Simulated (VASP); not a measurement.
# ZrSi2 (Cmcm) in VASP: a series of runs, part 2 of 2

VASP 6.6.1. Earlier steps stand in the parts before.

### Step 3. Single point, PBE+D3(BJ) (16.92 Å³/atom)

The input, INCAR:

```
SYSTEM = ZrSi2
PREC     = Accurate       ! precision mode
ENCUT    = 520            ! plane-wave cutoff, eV
EDIFF    = 1E-7           ! SCF threshold, eV
ISMEAR   = 0              ! smearing method
SIGMA    = 0.05           ! smearing width, eV
LREAL    = .FALSE.        ! projectors in reciprocal space
LASPH    = .TRUE.         ! aspherical terms in the spheres
NELM     = 100            ! most SCF steps
ALGO     = Normal         ! electronic algorithm
ISIF     = 2              ! what is computed and relaxed
LWAVE    = .FALSE.        ! write WAVECAR
LCHARG   = .FALSE.        ! write CHGCAR
GGA      = PE             ! functional
IVDW     = 12             ! dispersion correction
NBANDS   = 29             ! bands
```

The input, KPOINTS:

```
regular mesh
0
G
  6 6 6
  0 0 0
```

The input, POSCAR:

```
ZrSi2
1.0
    1.8660752712     -7.3753974886      0.0000000000
    1.8660752712      7.3753974886      0.0000000000
    0.0000000000      0.0000000000      3.6878588034
Zr Si
2 4
Direct
    0.6046738070      0.3953261930      0.2500000000
    0.3953261930      0.6046738070      0.7500000000
    0.9462243317      0.0537756683      0.2500000000
    0.0537756683      0.9462243317      0.7500000000
    0.2500247661      0.7499752339      0.2500000000
    0.7499752339      0.2500247661      0.7500000000
```

Potentials or basis: VASP PAW PBE potentials, release 64 (Zr_sv, Si).

Run with:

```
cat potpaw_PBE.64/Zr_sv/POTCAR potpaw_PBE.64/Si/POTCAR > POTCAR
mpirun -np 1 vasp_std > vasp.out
```

OUTCAR:

```text
SYSTEM = ZrSi2
   PREC = Accurate
   ENCUT = 520
   EDIFF = 1E-7
   ISMEAR = 0
   LREAL = .FALSE.
   LASPH = .TRUE.
   NELM = 100
   ISIF = 2
   GGA = PE
   IVDW = 12
 IVDW          = 12

 ion  position               nearest neighbor table
   1  0.605  0.395  0.250-   4 2.73   4 2.73   4 2.73   4 2.73   6 2.83   6 2.83   5 2.84   5 2.84
                             3 2.99   3 2.99   2 3.60   2 3.60
   2  0.395  0.605  0.750-   3 2.73   3 2.73   3 2.73   3 2.73   5 2.83   5 2.83   6 2.84   6 2.84
                             4 2.99   4 2.99   1 3.60   1 3.60
   3  0.946  0.054  0.250-   4 2.43   4 2.43   2 2.73   2 2.73   2 2.73   2 2.73   1 2.99   1 2.99

   4  0.054  0.946  0.750-   3 2.43   3 2.43   1 2.73   1 2.73   1 2.73   1 2.73   2 2.99   2 2.99

   5  0.250  0.750  0.250-   6 2.62   6 2.62   6 2.62   6 2.62   2 2.83   2 2.83   1 2.84   1 2.84

   6  0.750  0.250  0.750-   5 2.62   5 2.62   5 2.62   5 2.62   1 2.83   1 2.83   2 2.84   2 2.84

  LATTYP: Found a base centered orthorhombic cell.
 ALAT       =     3.7321505424
 B/A-ratio  =     3.9523579796
 C/A-ratio  =     0.9881323815

  Lattice vectors:

 A1 = (   1.8660752712,  -7.3753974886,   0.0000000000)
 A2 = (   1.8660752712,   7.3753974886,   0.0000000000)
 A3 = (   0.0000000000,   0.0000000000,   3.6878588034)

Analysis of symmetry for initial positions (statically):
=====================================================================
 Subroutine PRICEL returns:
 Original cell was already a primitive cell.

 Routine SETGRP: Setting up the symmetry group for a
 base centered orthorhombic supercell.

 Subroutine GETGRP returns: Found  8 space group operations
 (whereof  4 operations were pure point group operations)
 out of a pool of  8 trial point group operations.

The static configuration has the point symmetry C_2h.
 The point group associated with its full space group is D_2h.

Analysis of symmetry for dynamics (positions and initial velocities):
=====================================================================
 Subroutine PRICEL returns:
 Original cell was already a primitive cell.

 Routine SETGRP: Setting up the symmetry group for a
 base centered orthorhombic supercell.

 Subroutine GETGRP returns: Found  8 space group operations
 (whereof  4 operations were pure point group operations)
 out of a pool of  8 trial point group operations.

The dynamic configuration has the point symmetry C_2h.
 The point group associated with its full space group is D_2h.

 Subroutine INISYM returns: Found  8 space group operations
 (whereof  4 operations are pure point group operations),
 and found     1 'primitive' translations

----------------------------------------------------------------------------------------

                                     Primitive cell

  volume of cell :     101.5123

  direct lattice vectors                    reciprocal lattice vectors
     1.866075271 -7.375397489  0.000000000     0.267942032 -0.067792956  0.000000000
     1.866075271  7.375397489  0.000000000     0.267942032  0.067792956  0.000000000
     0.000000000  0.000000000  3.687858803     0.000000000  0.000000000  0.271160056

  length of vectors
     7.607806848  7.607806848  3.687858803     0.276385270  0.276385270  0.271160056

  position of ions in fractional coordinates (direct lattice)
     0.604673807  0.395326193  0.250000000
[... 47 lines left out ...]
  0.166667  0.166667  0.000000      2.000000
  0.333333  0.166667  0.000000      4.000000
[... 16 lines left out ...]
  0.333333  0.333333  0.166667      4.000000
  0.500000  0.333333  0.166667      8.000000
 [... further k-points ...]
   k-points           NKPTS =     52   k-points in BZ     NKDIM =     52   number of bands    NBANDS=     29
   number of dos      NEDOS =    301   number of ions     NIONS =      6
   total plane-waves  NPLWV = 100800
   dimension x,y,z NGX =    60 NGY =   60 NGZ =   28
   dimension x,y,z NGXF=   120 NGYF=  120 NGZF=   56
   ions per type =               2   4
   NGX,Y,Z   is equivalent  to a cutoff of  13.11, 13.11, 12.62 a.u.
   NGXF,Y,Z  is equivalent  to a cutoff of  26.22, 26.22, 25.24 a.u.
 SYSTEM =  ZrSi2
   PREC   = accura    normal or accurate (medium, high low for compatibility)
   ISTART =      0    job   : 0-new  1-cont  2-samecut
   ICHARG =      2    charge: 1-file 2-atom 10-const
   ISPIN  =      1    spin polarized calculation?
   LNONCOLLINEAR =      F non collinear calculations
   LSORBIT =      F    spin-orbit coupling
   LASPH  =      T    aspherical Exc in radial PAW
   ENCUT  =  520.0 eV  38.22 Ry    6.18 a.u.  14.15 14.15  6.86*2*pi/ulx,y,z
   NELM   =    100;   NELMIN=  2; NELMDL= -5     # of ELM steps
   EDIFF  = 0.1E-06   stopping-criterion for ELM
   LREAL  =      F    real-space projection
   EDIFFG = 0.1E-05   stopping-criterion for IOM
   NSW    =      0    number of steps for IOM
   IBRION =     -1    ionic relax: 0-MD 1-quasi-New 2-CG
   NFREE  =      0    steps in history (QN), initial steepest desc. (CG)
   ISIF   =      2    stress and relaxation
   ISYM   =      2    0-nonsym 1-usesym 2-fastsym
   POTIM  = 0.5000    time-step for ionic-motion
   TEBEG  =    0.0;   TEEND  =   0.0 temperature during run
   PSTRESS=    0.0 pullay stress
   NELECT =      40.0000    total number of electrons
   NUPDOWN=      -1.0000    fix difference up-down
   EMIN   =  10.00;   EMAX   =-10.00  energy-range for DOS
   EFERMI =   0.00;   METHOD = LEGACY
   ISMEAR =     0;   SIGMA  =   0.05  broadening in eV -4-tet -1-fermi 0-gaus
   EFERMI_NEDOS =   21; number of points for ismear=-14 and -15
   IALGO  =     38    algorithm
   IMIX   =      4    mixing-type and parameters
     AMIX     =   0.40;   BMIX     =  1.00
     AMIX_MAG =   1.60;   BMIX_MAG =  1.00
  volume/ion in A,a.u.               =      16.92       114.17
  Fermi-wavevector in a.u.,A,eV,Ry     =   1.200204  2.268057 19.599064  1.440491
  Thomas-Fermi vector in A             =   2.336047
   LORBIT       =      0    0 simple, 1 ext, 2 COOP (PROOUT), +10 PAW based schemes
   GGA     = PE    functional components
   LHFCALC =     F    Hartree Fock is set to
   AEXX    =    0.0000 exact exchange contribution
   IVDW    =    12    specifies the selected vdW correction
   LEPSILON=     F    determine dielectric tensor
   LRPA    =     F    only Hartree local field effects (RPA)
 non-spin polarized calculation
 Gauss-broadening in eV      SIGMA  =   0.05
  energy-cutoff  :      520.00
  volume of cell :      101.51
 maximum number of plane-waves:      2753
 NGX is ok and might be reduce to    60
   NGX = 29   NGY = 29   NGZ = 13

 number of electron      40.0000000 magnetization

 Free energy of the ion-electron system (eV)
  ---------------------------------------------------
  ext. energy  EPLUGINS =         0.00000000
  ---------------------------------------------------
  free energy    TOTEN  =       -42.70775137 eV

  energy without entropy =      -42.70624070  energy(sigma->0) =      -42.70699604

 E-fermi :   9.9530     XC(G=0): -11.2221

 val. band max:        9.9080283889   @ k =  -0.3333   0.3333   0.0000
 cond. band min:       9.9600484067   @ k =   0.5000   0.5000   0.5000
 fundamental gap:      0.0520200178
 Fermi energy:         9.9530168305

 k-point     1 :       0.0000    0.0000    0.0000
  band No.  band energies     occupation
      1     -38.9209      2.00000
      2     -38.9081      2.00000
      3     -17.1446      2.00000
      4     -17.0124      2.00000
      5     -16.9895      2.00000
      6     -16.9800      2.00000
[... 757 lines left out ...]
     28      13.6898      0.00000
     29      13.7645      0.00000

 [... further k-points ...]

------------------------ aborting loop because EDIFF is reached ----------------------------------------

 Edisp (eV)   -2.86540

 E8    (eV) :    -1.3017

  FORCE on cell =-STRESS in cart. coord.  units (eV):
  Direction    XX          YY          ZZ          XY          YZ          ZX
  --------------------------------------------------------------------------------------
  -------------------------------------------------------------------------------------
  Total      -3.46863    -3.36959    -3.68100     0.00000     0.00000     0.00000
  in kB     -54.74561   -53.18243   -58.09750     0.00000     0.00000     0.00000
  external pressure =      -55.34 kB  Pullay stress =        0.00 kB

 VOLUME and BASIS-vectors are now :
 -----------------------------------------------------------------------------
  energy-cutoff  :      520.00
  volume of cell :      101.51
      direct lattice vectors                 reciprocal lattice vectors
     1.866075271 -7.375397489  0.000000000     0.267942032 -0.067792956  0.000000000
     1.866075271  7.375397489  0.000000000     0.267942032  0.067792956  0.000000000
     0.000000000  0.000000000  3.687858803     0.000000000  0.000000000  0.271160056

 POSITION                                       TOTAL-FORCE (eV/Angst)
 -----------------------------------------------------------------------------------
      1.86608     -1.54402      0.92196         0.000000     -0.029098     -0.000000
      1.86608      1.54402      2.76589         0.000000      0.029098      0.000000
      1.86608     -6.58216      0.92196         0.000000     -0.053246     -0.000000
      1.86608      6.58216      2.76589         0.000000      0.053246     -0.000000
      1.86608      3.68733      0.92196         0.000000     -0.005995      0.000000
      1.86608     -3.68733      2.76589         0.000000      0.005995     -0.000000
 -----------------------------------------------------------------------------------
    total drift:                                0.000000      0.000000      0.000000

  FREE ENERGIE OF THE ION-ELECTRON SYSTEM (eV)
  ---------------------------------------------------
  free  energy   TOTEN  =       -45.5731487598 eV

  energy  without entropy=      -45.5716380912  energy(sigma->0) =      -45.57239343
```

Wall time 12 min (1 thread of Intel Xeon 8259CL, shared host); peak memory 0.38 GiB.

Results:

```yaml
Free_energy: -45.5731 eV
Pressure: -5.5 GPa
Largest_force: 0.053 eV/Å
Band_gap_on_the_k_mesh: zero (bands 20 and 21 overlap by 0.75 eV)
Dispersion_energy_per_atom: -0.478 eV
```

Forces on the atoms (eV/Å):
```
Zr   0.000 -0.029  0.000
Zr   0.000  0.029  0.000
Si   0.000 -0.053  0.000
Si   0.000  0.053  0.000
Si   0.000 -0.006  0.000
Si   0.000  0.006  0.000
```

Stress tensor (GPa, compression positive):
```
-5.47  0.00  0.00
 0.00 -5.32  0.00
 0.00  0.00 -5.81
```

Caveat: three body term missing; the cell stands under tension.

### Step 4. Single point, revPBE (17.01 Å³/atom)

This run uses another cell than the first one, of 17.01 Å³/atom.

The input, INCAR:

```
  ALGO = Normal
  EDIFF = 1E-6
  ENCUT = 520
  GGA = RE
  ISIF = 2
  ISMEAR = 0
  LASPH = T
  LCHARG = F
  LREAL = F
  LWAVE = F
  NBANDS = 29
  NELM = 80
  PREC = Accurate
  SIGMA = 0.05
```

The input, KPOINTS:

```
k-points
0
Gamma
  6 6 6
```

The input, POSCAR:

```
ZrSi2
1.0
    1.8684317835     -7.4007722757      0.0000000000
    1.8684317835      7.4007722757      0.0000000000
    0.0000000000      0.0000000000      3.6906023702
Zr Si
2 4
Direct
    0.6048569315      0.3951430685      0.2500000000
    0.3951430685      0.6048569315      0.7500000000
    0.9465537593      0.0534462407      0.2500000000
    0.0534462407      0.9465537593      0.7500000000
    0.2500629242      0.7499370758      0.2500000000
    0.7499370758      0.2500629242      0.7500000000
```

Run with:

```
cat potpaw_PBE.64/Zr_sv/POTCAR potpaw_PBE.64/Si/POTCAR > POTCAR
mpirun -np 1 vasp_std > vasp.out
```

It took 11 min on 1 thread of Intel Xeon 8259CL, shared host; peak memory 0.37 GiB.

The run converged. Its results:

```yaml
Free_energy: -41.0484 eV
Pressure: -0.1 GPa
Largest_force: 0.021 eV/Å
Band_gap_on_the_k_mesh: zero (bands 20 and 21 overlap by 0.76 eV)
```

Forces on the atoms (eV/Å):
```
Zr   0.000 -0.002  0.000
Zr   0.000  0.002  0.000
Si   0.000 -0.021  0.000
Si   0.000  0.021  0.000
Si   0.000  0.003  0.000
Si   0.000 -0.003  0.000
```

Stress tensor (GPa, compression positive):
```
-0.06  0.00  0.00
 0.00 -0.08  0.00
 0.00  0.00 -0.25
```

Levels at points of the mesh, in eV from the Fermi level:
```tsv
k point	band 17	band 18	band 19	band 20	band 21	band 22	band 23	band 24
(0.00, 0.00, 0.00)	-2.46	-2.38	-2.32	-0.14	1.02	1.37	1.39	1.50
(0.50, 0.00, 0.00)	-1.81	-1.49	-0.85	-0.47	-0.45	0.85	0.87	2.03
(0.50, 0.50, 0.00)	-2.60	-1.99	-1.47	0.24	0.93	1.08	1.39	1.62
(0.00, 0.00, 0.50)	-1.91	-1.91	-0.13	-0.13	0.10	0.10	1.47	1.47
(0.50, 0.00, 0.50)	-3.25	-3.25	-2.18	-2.18	2.09	2.09	2.94	2.94
(0.50, 0.50, 0.50)	-2.27	-2.27	-0.94	-0.94	0.01	0.01	2.19	2.19
```

Caveat: the PAW data sets were made with another functional, which shifts forces and pressure a little.

### Step 5. The runs side by side

```tsv
level	cell	gap on the mesh (eV)	pressure (GPa)	largest force (eV/Å)
PBE+D3(BJ)	a = 7.623, b = 7.623, c = 3.682 Å, angles 90.0, 90.0, 151.7°, 6 atoms, atomic positions A	none	-5.4	0.01
PBE+D3(BJ)	a = 7.608, b = 7.608, c = 3.688 Å, angles 90.0, 90.0, 151.6°, 6 atoms, atomic positions B	none	-5.5	0.05
revPBE	a = 7.633, b = 7.633, c = 3.691 Å, angles 90.0, 90.0, 151.7°, 6 atoms, atomic positions C	none	-0.1	0.02
```

Alike in all rows: task single point; potentials or basis VASP PAW PBE potentials, release 64 (Zr_sv, Si); no spin polarisation; k mesh 6 × 6 × 6; cutoff (eV) 520; smearing gaussian 0.05 eV.

Caveats: three body term missing (at least some runs); the cell stands under tension (at least some runs); the PAW data sets were made with another functional, which shifts forces and pressure a little (at least some runs).

Absolute energies hang on the potentials; compare differences alone.

The gap in the log of VASP goes by the Fermi energy; the results here count the filled bands.